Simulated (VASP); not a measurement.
# Au in VASP: a series of runs

The runs below take Au through single point, with PBE.

Everything below comes from runs of VASP 6.6.1. Logs are shortened: lines on timing, memory, paths and dates and some standing lists are left out, and cuts for length are marked.

## Step 1: The cell of the first run

The cell holds a slab with vacuum, 6 atoms: a = 2.940 Å, b = 2.940 Å, c = 26.395 Å, α = 90.00°, β = 90.00°, γ = 90.00°.

## Step 2: Single point, PBE

Contents of INCAR:

```
SYSTEM = Au
ALGO = Normal ; DIPOL = 0.5 0.5 0.500
EDIFF = 1E-6 ; ENCUT = 520
GGA = PE ; IDIPOL = 3
ISIF = 2 ; ISMEAR = -1
LASPH = .TRUE. ; LCHARG = .FALSE.
LDIPOL = .TRUE. ; LREAL = .FALSE.
LWAVE = .FALSE. ; NBANDS = 42
NELM = 80 ; PREC = Accurate
SIGMA = 0.05
```

Contents of KPOINTS:

```
k-points
0
G
  12 12 1
  0 0 0
```

Contents of POSCAR:

```
Au
1.0
    2.9400990585      0.0000000000      0.0000000000
    0.0000000000      2.9400990585      0.0000000000
    0.0000000000      0.0000000000     26.3948000000
Au
6
Direct
    0.2500000000      0.2500000000      0.3030896255
    0.7500000000      0.7500000000      0.3818537753
    0.2500000000      0.2500000000      0.4606179251
    0.7500000000      0.7500000000      0.5393820749
    0.2500000000      0.2500000000      0.6181462247
    0.7500000000      0.7500000000      0.6969103745
```

Potentials or basis: VASP PAW PBE potentials, release 64 (Au).

Started as:

```console
$ cat potpaw_PBE.64/Au/POTCAR > POTCAR
$ mpirun -np 1 vasp_std > vasp.out
```

OUTCAR:

```text
SYSTEM = Au
   EDIFF = 1E-6
   ENCUT = 520
   GGA = PE
   ISIF = 2
   ISMEAR = -1
   LASPH = .TRUE.
   LREAL = .FALSE.
   NELM = 80
   PREC = Accurate

 ion  position               nearest neighbor table
   1  0.250  0.250  0.303-   2 2.94   2 2.94   2 2.94   2 2.94
   2  0.750  0.750  0.382-   1 2.94   3 2.94   1 2.94   3 2.94   1 2.94   3 2.94   1 2.94   3 2.94

   3  0.250  0.250  0.461-   4 2.94   4 2.94   4 2.94   4 2.94   2 2.94   2 2.94   2 2.94   2 2.94

   4  0.750  0.750  0.539-   3 2.94   3 2.94   3 2.94   3 2.94   5 2.94   5 2.94   5 2.94   5 2.94

   5  0.250  0.250  0.618-   4 2.94   6 2.94   4 2.94   6 2.94   4 2.94   6 2.94   4 2.94   6 2.94

   6  0.750  0.750  0.697-   5 2.94   5 2.94   5 2.94   5 2.94

  LATTYP: Found a simple tetragonal cell.
 ALAT       =     2.9400990585
 C/A-ratio  =     8.9775206464

  Lattice vectors:

 A1 = (   2.9400990585,   0.0000000000,   0.0000000000)
 A2 = (   0.0000000000,   2.9400990585,   0.0000000000)
 A3 = (   0.0000000000,   0.0000000000,  26.3948000000)

Analysis of symmetry for initial positions (statically):
=====================================================================
 Subroutine PRICEL returns:
 Original cell was already a primitive cell.

 Routine SETGRP: Setting up the symmetry group for a
 simple tetragonal supercell.

 Subroutine GETGRP returns: Found 16 space group operations
 (whereof  4 operations were pure point group operations)
 out of a pool of 16 trial point group operations.

The static configuration has the point symmetry C_2h.
 The point group associated with its full space group is D_4h.

Analysis of symmetry for dynamics (positions and initial velocities):
=====================================================================
 Subroutine PRICEL returns:
 Original cell was already a primitive cell.

 Routine SETGRP: Setting up the symmetry group for a
 simple tetragonal supercell.

 Subroutine GETGRP returns: Found 16 space group operations
 (whereof  4 operations were pure point group operations)
 out of a pool of 16 trial point group operations.

The dynamic configuration has the point symmetry C_2h.
 The point group associated with its full space group is D_4h.

 Subroutine INISYM returns: Found 16 space group operations
 (whereof  4 operations are pure point group operations),
 and found     1 'primitive' translations

----------------------------------------------------------------------------------------

                                     Primitive cell

  volume of cell :     228.1615

  direct lattice vectors                    reciprocal lattice vectors
     2.940099058  0.000000000  0.000000000     0.340124594  0.000000000  0.000000000
     0.000000000  2.940099058  0.000000000     0.000000000  0.340124594  0.000000000
     0.000000000  0.000000000 26.394800000     0.000000000  0.000000000  0.037886250

  length of vectors
     2.940099058  2.940099058 26.394800000     0.340124594  0.340124594  0.037886250

  position of ions in fractional coordinates (direct lattice)
     0.250000000  0.250000000  0.303089626
     0.750000000  0.750000000  0.381853775
     0.250000000  0.250000000  0.460617925
     0.750000000  0.750000000  0.539382075
     0.250000000  0.250000000  0.618146225
     0.750000000  0.750000000  0.696910374

  ion indices of the primitive-cell ions
   primitive index   ion index
                 1           1
                 2           2
                 3           3
                 4           4
                 5           5
                 6           6

----------------------------------------------------------------------------------------

 KPOINTS: k-points

Automatic generation of k-mesh.
 Grid dimensions read from file:
 generate k-points for:   12   12    1

 Generating k-lattice:

  Cartesian coordinates                     Fractional coordinates (reciprocal lattice)
     0.028343716  0.000000000  0.000000000     0.083333333  0.000000000  0.000000000
     0.000000000  0.028343716  0.000000000     0.000000000  0.083333333  0.000000000
     0.000000000  0.000000000  0.037886250     0.000000000  0.000000000  1.000000000

  Length of vectors
     0.028343716  0.028343716  0.037886250

  Shift w.r.t. Gamma in fractional coordinates (k-lattice)
     0.000000000  0.000000000  0.000000000

 Subroutine IBZKPT returns following result:
 ===========================================

 Found     28 irreducible k-points:

 Following reciprocal coordinates:
            Coordinates               Weight
  0.000000  0.000000  0.000000      1.000000
  0.083333  0.000000  0.000000      4.000000
  0.166667  0.000000  0.000000      4.000000
  0.250000  0.000000  0.000000      4.000000
  0.333333  0.000000  0.000000      4.000000
  0.416667  0.000000  0.000000      4.000000
[... 16 lines left out ...]
  0.333333  0.333333  0.000000      4.000000
  0.416667  0.333333  0.000000      8.000000
 [... further k-points ...]
   k-points           NKPTS =     28   k-points in BZ     NKDIM =     28   number of bands    NBANDS=     42
   number of dos      NEDOS =    301   number of ions     NIONS =      6
   total plane-waves  NPLWV = 112896
   dimension x,y,z NGX =    24 NGY =   24 NGZ =  196
   dimension x,y,z NGXF=    48 NGYF=   48 NGZF=  392
   ions per type =               6
   NGX,Y,Z   is equivalent  to a cutoff of  13.57, 13.57, 12.34 a.u.
   NGXF,Y,Z  is equivalent  to a cutoff of  27.14, 27.14, 24.69 a.u.
 SYSTEM =  Au
   PREC   = accura    normal or accurate (medium, high low for compatibility)
   ISTART =      0    job   : 0-new  1-cont  2-samecut
   ICHARG =      2    charge: 1-file 2-atom 10-const
   ISPIN  =      1    spin polarized calculation?
   LNONCOLLINEAR =      F non collinear calculations
   LSORBIT =      F    spin-orbit coupling
   LASPH  =      T    aspherical Exc in radial PAW
   ENCUT  =  520.0 eV  38.22 Ry    6.18 a.u.   5.47  5.47 49.08*2*pi/ulx,y,z
   NELM   =     80;   NELMIN=  2; NELMDL= -5     # of ELM steps
   EDIFF  = 0.1E-05   stopping-criterion for ELM
   LREAL  =      F    real-space projection
   EDIFFG = 0.1E-04   stopping-criterion for IOM
   NSW    =      0    number of steps for IOM
   IBRION =     -1    ionic relax: 0-MD 1-quasi-New 2-CG
   NFREE  =      0    steps in history (QN), initial steepest desc. (CG)
   ISIF   =      2    stress and relaxation
   ISYM   =      2    0-nonsym 1-usesym 2-fastsym
   POTIM  = 0.5000    time-step for ionic-motion
   TEBEG  =    0.0;   TEEND  =   0.0 temperature during run
   PSTRESS=    0.0 pullay stress
   NELECT =      66.0000    total number of electrons
   NUPDOWN=      -1.0000    fix difference up-down
   EMIN   =  10.00;   EMAX   =-10.00  energy-range for DOS
   EFERMI =   0.00;   METHOD = LEGACY
   ISMEAR =    -1;   SIGMA  =   0.05  broadening in eV -4-tet -1-fermi 0-gaus
   EFERMI_NEDOS =   21; number of points for ismear=-14 and -15
   IALGO  =     38    algorithm
   IMIX   =      4    mixing-type and parameters
     AMIX     =   0.40;   BMIX     =  1.00
     AMIX_MAG =   1.60;   BMIX_MAG =  1.00
  volume/ion in A,a.u.               =      38.03       256.62
  Fermi-wavevector in a.u.,A,eV,Ry     =   1.082701  2.046009 15.949326  1.172242
  Thomas-Fermi vector in A             =   2.218749
   LORBIT       =      0    0 simple, 1 ext, 2 COOP (PROOUT), +10 PAW based schemes
   GGA     = PE    functional components
[... 5 lines left out ...]
 non-spin polarized calculation
  energy-cutoff  :      520.00
  volume of cell :      228.16
 maximum number of plane-waves:      6211
 NGX is ok and might be reduce to    24
   NGX = 11   NGY = 11   NGZ = 99

 dipolmoment           0.000000      0.000000      0.000000 electrons x Angstroem

 number of electron      65.9999990 magnetization

 dipolmoment           0.000000      0.000000     -0.000000 electrons x Angstroem

 Free energy of the ion-electron system (eV)
  ---------------------------------------------------
  ext. energy  EPLUGINS =         0.00000000
  ---------------------------------------------------
  free energy    TOTEN  =       -18.38097154 eV

  energy without entropy =      -18.36282808  energy(sigma->0) =      -18.37189981

 E-fermi :   1.3831     XC(G=0):  -6.4948

 val. band max:        1.3690989693   @ k =   0.4167   0.0000   0.0000
 cond. band min:       1.3996403446   @ k =   0.5000   0.0833   0.0000
 fundamental gap:      0.0305413753
 Fermi energy:         1.3830792897

 k-point     1 :       0.0000    0.0000    0.0000
  band No.  band energies     occupation
      1      -7.6382      2.00000
      2      -6.8317      2.00000
      3      -5.7403      2.00000
      4      -5.1408      2.00000
      5      -4.8074      2.00000
      6      -4.6865      2.00000
[... 34 lines left out ...]
     41       8.0818      0.00000
     42       9.6047      0.00000

 k-point     2 :       0.0833    0.0000    0.0000
  band No.  band energies     occupation
      1      -7.4885      2.00000
      2      -6.6955      2.00000
      3      -5.6241      2.00000
      4      -5.0422      2.00000
      5      -4.7223      2.00000
      6      -4.5895      2.00000
[... 34 lines left out ...]
     41       8.0634      0.00000
     42       9.5322      0.00000

 k-point     3 :       0.1667    0.0000    0.0000
  band No.  band energies     occupation
      1      -7.0592      2.00000
      2      -6.3248      2.00000
      3      -5.3606      2.00000
      4      -4.8462      2.00000
      5      -4.4294      2.00000
      6      -4.4234      2.00000
[... 34 lines left out ...]
     41       7.7824      0.00000
     42       9.2226      0.00000

 k-point     4 :       0.2500    0.0000    0.0000
  band No.  band energies     occupation
      1      -6.4167      2.00000
      2      -5.8487      2.00000
      3      -5.1682      2.00000
      4      -4.7012      2.00000
      5      -4.3306      2.00000
      6      -4.2868      2.00000
[... 844 lines left out ...]
     41       7.9475      0.00000
     42       7.9475      0.00000

 k-point    23 :       0.3333    0.3333    0.0000
  band No.  band energies     occupation
      1      -4.8004      2.00000
      2      -4.4264      2.00000
      3      -4.3596      2.00000
      4      -4.3236      2.00000
      5      -4.2196      2.00000
      6      -4.0233      2.00000
[... 34 lines left out ...]
     41       8.4821      0.00000
     42       8.6571      0.00000

 k-point    24 :       0.4167    0.3333    0.0000
  band No.  band energies     occupation
      1      -4.7858      2.00000
      2      -4.6275      2.00000
      3      -4.5278      2.00000
      4      -4.5088      2.00000
      5      -4.2223      2.00000
      6      -4.1340      2.00000
[... 34 lines left out ...]
     41       8.4767      0.00000
     42       9.1308      0.00000

 [... further k-points ...]

------------------------ aborting loop because EDIFF is reached ----------------------------------------

 vacuum level on the upper side and lower side of the slab       (xc-potential included)        -0.320        -0.320

  FORCE on cell =-STRESS in cart. coord.  units (eV):
  Direction    XX          YY          ZZ          XY          YZ          ZX
  --------------------------------------------------------------------------------------
  -------------------------------------------------------------------------------------
  Total       -2.7280895     -2.7280895     -0.7030620      0.0000000      0.0000000     -0.0000000
  in kB      -19.1569731    -19.1569731     -4.9369863      0.0000000      0.0000000     -0.0000000
  external PRESSURE =     -14.4169775 kB  Pullay stress =       0.0000000 kB

 VOLUME and BASIS-vectors are now :
 -----------------------------------------------------------------------------
  energy-cutoff  :      520.00
  volume of cell :      228.16
      direct lattice vectors                 reciprocal lattice vectors
     2.940099058  0.000000000  0.000000000     0.340124594  0.000000000  0.000000000
     0.000000000  2.940099058  0.000000000     0.000000000  0.340124594  0.000000000
     0.000000000  0.000000000 26.394800000     0.000000000  0.000000000  0.037886250

 POSITION                                       TOTAL-FORCE (eV/Angst)
 -----------------------------------------------------------------------------------
      0.73502      0.73502      7.99999         0.000000     -0.000000      0.110668
      2.20507      2.20507     10.07895         0.000000     -0.000000     -0.084608
      0.73502      0.73502     12.15792        -0.000000      0.000000     -0.003196
      2.20507      2.20507     14.23688         0.000000      0.000000      0.003196
      0.73502      0.73502     16.31585        -0.000000      0.000000      0.084608
      2.20507      2.20507     18.39481        -0.000000     -0.000000     -0.110668
 -----------------------------------------------------------------------------------
    total drift:                                0.000000      0.000000      0.000000

  FREE ENERGIE OF THE ION-ELECTRON SYSTEM (eV)
  ---------------------------------------------------
  free  energy   TOTEN  =       -18.3809715427 eV

  energy  without entropy=      -18.3628280805  energy(sigma->0) =      -18.37189981

 vacuum level on the upper side and lower side of the slab         6.111         6.111
```

It took 3.9 min on 1 thread of Intel Xeon Platinum 8259CL at 2.50GHz (Skylake/Cascade Lake), shared host; peak memory 0.41 GiB.

What came out:

```yaml
Free_energy: -18.3810 eV
Largest_force: 0.111 eV/Å
Band_gap_on_the_k_mesh: zero (band 33 reaches 4.65 eV, above the bottom of band 34 at -0.37 eV)
```

Forces on the atoms (eV/Å):
```
Au   0.000  0.000  0.111
Au   0.000  0.000 -0.085
Au   0.000  0.000 -0.003
Au   0.000  0.000  0.003
Au   0.000  0.000  0.085
Au   0.000  0.000 -0.111
```

Caveat: spin-orbit coupling is left out, which moves the levels of the heavy elements.

## Step 3: Single point, PBE

Contents of INCAR:

```
SYSTEM = Au
  PREC = Accurate
  ENCUT = 520
  EDIFF = 1E-6
  ISMEAR = -1
  SIGMA = 0.05
  LREAL = .FALSE.
  LASPH = .TRUE.
  NELM = 80
  ALGO = Normal
  ISIF = 2
  LWAVE = .FALSE.
  LCHARG = .FALSE.
  LDIPOL = .TRUE.
  IDIPOL = 3
  DIPOL = 0.5 0.5 0.500
  GGA = PE
  NBANDS = 42
```

Contents of KPOINTS:

```
regular mesh
0
G
  12 12 1
  0 0 0
```

Contents of POSCAR:

```
Au
1.0
    2.9400990585      0.0000000000      0.0000000000
    0.0000000000      2.9400990585      0.0000000000
    0.0000000000      0.0000000000     26.3948000000
Au
6
Direct
    0.2500000000      0.2500000000      0.3044707934
    0.7500000000      0.7500000000      0.3820706303
    0.2500000000      0.2500000000      0.4607485937
    0.7500000000      0.7500000000      0.5392514064
    0.2500000000      0.2500000000      0.6179293700
    0.7500000000      0.7500000000      0.6955292062
```

Potentials or basis: VASP PAW PBE potentials, release 64 (Au).

Started as:

```console
$ cat potpaw_PBE.64/Au/POTCAR > POTCAR
$ mpirun -np 1 vasp_std > vasp.out
```

Run time: 4.2 min. Hardware: 1 thread of Intel Xeon Platinum 8259CL at 2.50GHz (Skylake/Cascade Lake), shared host; peak memory 0.43 GiB.

The run converged. Its results:

```yaml
Free_energy: -18.3848 eV
Largest_force: 0.009 eV/Å
Band_gap_on_the_k_mesh: zero (band 33 reaches 4.64 eV, above the bottom of band 34 at -0.36 eV)
```

Forces on the atoms (eV/Å):
```
Au   0.000  0.000  0.009
Au   0.000  0.000  0.003
Au   0.000  0.000 -0.007
Au   0.000  0.000  0.007
Au   0.000  0.000 -0.003
Au   0.000  0.000 -0.009
```

Levels at points of the mesh, in eV from the Fermi level:
```csv
k point,band 32,band 33,band 34,band 35,band 36,band 37
"(0.00, 0.00, 0.00)",-1.88,-1.77,-1.72,-1.72,0.33,1.45
"(0.50, 0.00, 0.00)",-0.44,-0.23,-0.23,0.15,0.15,2.28
"(0.50, 0.50, 0.00)",1.79,3.24,3.24,4.62,4.62,4.99
```

Caveat: spin-orbit coupling is left out, which moves the levels of the heavy elements.

## Step 4: Single point, PBE

Contents of INCAR:

```
SYSTEM = Au
PREC = Accurate
ENCUT = 520
EDIFF = 1E-6
ISMEAR = -1
SIGMA = 0.05
LREAL = .FALSE.
LASPH = .TRUE.
NELM = 60
ALGO = Normal
ISIF = 2
LWAVE = .FALSE.
LCHARG = .FALSE.
GGA = PE
NBANDS = 42
```

KPOINTS is that of step 3.

POSCAR is that of step 3.

Started as:

```console
$ cat potpaw_PBE.64/Au/POTCAR > POTCAR
$ mpirun -np 1 vasp_std > vasp.out
```

Wall time 4.9 min (1 thread of Intel Xeon Platinum 8259CL at 2.50GHz (Skylake/Cascade Lake), shared host); peak memory 0.43 GiB.

The run converged. Its results:

* Free energy: -18.3848 eV
* Largest force: 0.009 eV/Å
* Band gap on the k mesh: zero (band 33 reaches 4.64 eV, above the bottom of band 34 at -0.36 eV)

Forces in eV/Å, atoms in the order of the input:
```
Au   0.000  0.000  0.009
Au   0.000  0.000  0.003
Au   0.000  0.000 -0.007
Au   0.000  0.000  0.007
Au   0.000  0.000 -0.003
Au   0.000  0.000 -0.009
```

Levels at points of the mesh, in eV from the Fermi level:
| k point | band 30 | band 31 | band 32 | band 33 | band 34 | band 35 | band 36 | band 37 | band 38 | band 39 |
| --- | --- | --- | --- | --- | --- | --- | --- | --- | --- | --- |
| (0.00, 0.00, 0.00) | -2.03 | -1.91 | -1.88 | -1.77 | -1.72 | -1.72 | 0.33 | 1.45 | 4.91 | 4.96 |
| (0.50, 0.00, 0.00) | -1.95 | -0.44 | -0.44 | -0.23 | -0.23 | 0.15 | 0.15 | 2.28 | 2.28 | 4.13 |
| (0.50, 0.50, 0.00) | -1.23 | 1.79 | 1.79 | 3.24 | 3.24 | 4.62 | 4.62 | 4.99 | 4.99 | 5.05 |

Caveat: spin-orbit coupling is left out, which moves the levels of the heavy elements.
